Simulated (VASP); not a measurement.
# PbO (P4/nmm) in VASP: single point with PBE+D3(BJ)

Aim: the single point of PbO with PBE+D3(BJ).

Program: VASP 6.6.1. These are calculated values, not measurements. Logs are shortened: lines on timing, memory, paths and dates and some standing lists are left out, and cuts for length are marked.

## (1) The cell of the first run

The structure is tetragonal, space group P4/nmm (No. 129). The conventional cell has a = 4.086 Å, b = 4.086 Å, c = 4.750 Å, α = 90.00°, β = 90.00°, γ = 90.00°. Within 3.1 Å of Pb (site symmetry 4mm) lie 4 O at 2.33 Å. O (site symmetry -4m2) has 4 Pb at 2.33 Å and 4 O at 2.89 Å within 3.1 Å.

## (2) Single point, PBE+D3(BJ)

INCAR

```
SYSTEM = PbO
PREC = Accurate
ENCUT = 600
EDIFF = 1E-6
ISMEAR = 0
SIGMA = 0.05
LREAL = .False.
LASPH = .True.
NELM = 120
ALGO = Normal
ISIF = 2
LWAVE = .False.
LCHARG = .True.
GGA = PE
IVDW = 12
LELF = .True.
LVHAR = .True.
NBANDS = 28
ISYM = 0
GGA_COMPAT = .False.
```

KPOINTS

```
Automatic mesh
0
Gamma
  8 8 6
  0.5 0.5 0.5
```

POSCAR

```
PbO
1.0
    4.0864133875      0.0000000000      0.0000000000
    0.0000000000      4.0864133875      0.0000000000
    0.0000000000      0.0000000000      4.7504555630
Pb O
2 2
Direct
    0.0000000000      0.5000000000      0.2351000000
    0.5000000000      0.0000000000      0.7649000000
    0.0000000000      0.0000000000      0.0000000000
    0.5000000000      0.5000000000      0.0000000000
```

Potentials or basis: VASP PAW PBE potentials, release 64 (Pb_d, O).

Started as:

```
$ cat potpaw_PBE.64/Pb_d/POTCAR potpaw_PBE.64/O/POTCAR > POTCAR
$ mpirun -np 1 vasp_std > vasp.out
```

OUTCAR:

```text
SYSTEM = PbO
   PREC = Accurate
   ENCUT = 600
   EDIFF = 1E-6
   ISMEAR = 0
   LREAL = .False.
   LASPH = .True.
   NELM = 120
   ISIF = 2
   GGA = PE
   IVDW = 12
   ISYM = 0
 IVDW          = 12

 ion  position               nearest neighbor table
   1  0.000  0.500  0.235-   3 2.33   4 2.33   3 2.33   4 2.33   2 3.65   2 3.65   2 3.65   2 3.65
                             2 3.83   2 3.83   2 3.83   2 3.83
   2  0.500  0.000  0.765-   3 2.33   4 2.33   4 2.33   3 2.33   1 3.65   1 3.65   1 3.65   1 3.65
                             1 3.83   1 3.83   1 3.83   1 3.83
   3  0.000  0.000  0.000-   1 2.33   2 2.33   1 2.33   2 2.33
   4  0.500  0.500  0.000-   1 2.33   2 2.33   2 2.33   1 2.33

IMPORTANT INFORMATION: All symmetrisations will be switched off!
NOSYMM: (Re-)initialisation of all symmetry stuff for point group C_1.

----------------------------------------------------------------------------------------

                                     Primitive cell

  volume of cell :      79.3268

  direct lattice vectors                    reciprocal lattice vectors
     4.086413388  0.000000000  0.000000000     0.244713372  0.000000000  0.000000000
     0.000000000  4.086413388  0.000000000     0.000000000  0.244713372  0.000000000
     0.000000000  0.000000000  4.750455563     0.000000000  0.000000000  0.210506127

  length of vectors
     4.086413388  4.086413388  4.750455563     0.244713372  0.244713372  0.210506127

  position of ions in fractional coordinates (direct lattice)
     0.000000000  0.500000000  0.235100000
     0.500000000  0.000000000  0.764900000
     0.000000000  0.000000000  0.000000000
     0.500000000  0.500000000  0.000000000

  ion indices of the primitive-cell ions
   primitive index   ion index
                 1           1
                 2           2
                 3           3
                 4           4

----------------------------------------------------------------------------------------

 KPOINTS: Automatic mesh

Automatic generation of k-mesh.
 Grid dimensions read from file:
 generate k-points for:    8    8    6

 Generating k-lattice:

  Cartesian coordinates                     Fractional coordinates (reciprocal lattice)
     0.030589172  0.000000000  0.000000000     0.125000000  0.000000000  0.000000000
     0.000000000  0.030589172  0.000000000     0.000000000  0.125000000  0.000000000
     0.000000000  0.000000000  0.035084354     0.000000000  0.000000000  0.166666667

  Length of vectors
     0.030589172  0.030589172  0.035084354

  Shift w.r.t. Gamma in fractional coordinates (k-lattice)
[... 53 lines left out ...]
   LREAL  =      F    real-space projection
   EDIFFG = 0.1E-04   stopping-criterion for IOM
   NSW    =      0    number of steps for IOM
   IBRION =     -1    ionic relax: 0-MD 1-quasi-New 2-CG
   NFREE  =      0    steps in history (QN), initial steepest desc. (CG)
   ISIF   =      2    stress and relaxation
   ISYM   =      0    0-nonsym 1-usesym 2-fastsym
   POTIM  = 0.5000    time-step for ionic-motion
   TEBEG  =    0.0;   TEEND  =   0.0 temperature during run
   PSTRESS=    0.0 pullay stress
   NELECT =      40.0000    total number of electrons
   NUPDOWN=      -1.0000    fix difference up-down
   EMIN   =  10.00;   EMAX   =-10.00  energy-range for DOS
   EFERMI =   0.00;   METHOD = LEGACY
   ISMEAR =     0;   SIGMA  =   0.05  broadening in eV -4-tet -1-fermi 0-gaus
   EFERMI_NEDOS =   21; number of points for ismear=-14 and -15
   IALGO  =     38    algorithm
   IMIX   =      4    mixing-type and parameters
     AMIX     =   0.40;   BMIX     =  1.00
     AMIX_MAG =   1.60;   BMIX_MAG =  1.00
  volume/ion in A,a.u.               =      19.83       133.83
  Fermi-wavevector in a.u.,A,eV,Ry     =   1.303031  2.462372 23.101207  1.697891
  Thomas-Fermi vector in A             =   2.434060
   LORBIT       =      0    0 simple, 1 ext, 2 COOP (PROOUT), +10 PAW based schemes
   GGA     = PE    functional components
   LHFCALC =     F    Hartree Fock is set to
   AEXX    =    0.0000 exact exchange contribution
   IVDW    =    12    specifies the selected vdW correction
   LEPSILON=     F    determine dielectric tensor
   LRPA    =     F    only Hartree local field effects (RPA)
 non-spin polarized calculation
 Gauss-broadening in eV      SIGMA  =   0.05
  energy-cutoff  :      600.00
  volume of cell :       79.33
 maximum number of plane-waves:      2669
 NGX is ok and might be reduce to    36
   NGX = 17   NGY = 17   NGZ = 19

 number of electron      40.0000001 magnetization

 Free energy of the ion-electron system (eV)
  ---------------------------------------------------
  ext. energy  EPLUGINS =         0.00000000
  ---------------------------------------------------
  free energy    TOTEN  =       -21.40063582 eV

  energy without entropy =      -21.40063582  energy(sigma->0) =      -21.40063582

 E-fermi :   5.2529     XC(G=0):  -9.8611

 val. band max:        4.9418927800   @ k =  -0.1875   0.0625  -0.0833
 cond. band min:       6.7061708976   @ k =   0.4375  -0.4375   0.0833
 fundamental gap:      1.7642781175
 Fermi energy:         5.2528999839

 k-point     1 :       0.0625    0.0625    0.0833
  band No.  band energies     occupation
      1     -13.1291      2.00000
      2     -12.7558      2.00000
      3     -10.8911      2.00000
      4     -10.8838      2.00000
      5     -10.8398      2.00000
      6     -10.7564      2.00000
[... 733 lines left out ...]
     27      14.0196      0.00000
     28      14.6681      0.00000

 [... further k-points ...]

------------------------ aborting loop because EDIFF is reached ----------------------------------------

 Edisp (eV)   -0.95663

 E8    (eV) :    -0.4387

  FORCE on cell =-STRESS in cart. coord.  units (eV):
  Direction    XX          YY          ZZ          XY          YZ          ZX
  --------------------------------------------------------------------------------------
  -------------------------------------------------------------------------------------
  Total       0.66838     0.66838     1.59662    -0.00000    -0.00000    -0.00000
  in kB      13.49930    13.49930    32.24725    -0.00003    -0.00007    -0.00008
  external pressure =       19.75 kB  Pullay stress =        0.00 kB

 VOLUME and BASIS-vectors are now :
 -----------------------------------------------------------------------------
  energy-cutoff  :      600.00
  volume of cell :       79.33
      direct lattice vectors                 reciprocal lattice vectors
     4.086413388  0.000000000  0.000000000     0.244713372  0.000000000  0.000000000
     0.000000000  4.086413388  0.000000000     0.000000000  0.244713372  0.000000000
     0.000000000  0.000000000  4.750455563     0.000000000  0.000000000  0.210506127

 POSITION                                       TOTAL-FORCE (eV/Angst)
 -----------------------------------------------------------------------------------
      0.00000      2.04321      1.11683         0.000001      0.000002      0.697002
      2.04321      0.00000      3.63362        -0.000001     -0.000002     -0.697002
      0.00000      0.00000      0.00000         0.000000     -0.000001     -0.000001
      2.04321      2.04321      0.00000        -0.000001      0.000000      0.000000
 -----------------------------------------------------------------------------------
    total drift:                                0.000000      0.000002      0.000004

  FREE ENERGIE OF THE ION-ELECTRON SYSTEM (eV)
  ---------------------------------------------------
  free  energy   TOTEN  =       -22.3572698711 eV

  energy  without entropy=      -22.3572698711  energy(sigma->0) =      -22.35726987
```

stdout:

```text
POSCAR found type information on POSCAR PbO
 POSCAR found :  2 types and       4 ions
 scaLAPACK will be used
 LDA part: xc-table for (Slater+PW92), standard interpolation
 POSCAR, INCAR and KPOINTS ok, starting setup
 FFT: planning ... GRIDC
 FFT: planning ... GRID_SOFT
 FFT: planning ... GRID
 WAVECAR not read
 entering main loop
```

Run time: 8.2 min. Hardware: 1 thread of Intel Xeon 8259CL, shared host; peak memory 0.54 GiB.

Results:

```
Free energy                : -22.3573 eV
Pressure                   : 2.0 GPa
Largest force              : 0.697 eV/Å
Band gap on the k mesh     : 1.76 eV (least direct gap 2.23 eV)
Dispersion energy per atom : -0.239 eV
```

Forces on the atoms (eV/Å):
```
Pb   0.000  0.000  0.697
Pb   0.000  0.000 -0.697
O    0.000  0.000  0.000
O    0.000  0.000  0.000
```

Caveat: spin-orbit coupling is left out, which moves the levels of the heavy elements; a shifted mesh leaves out Γ, where band edges can lie. A k mesh can miss the band edges.
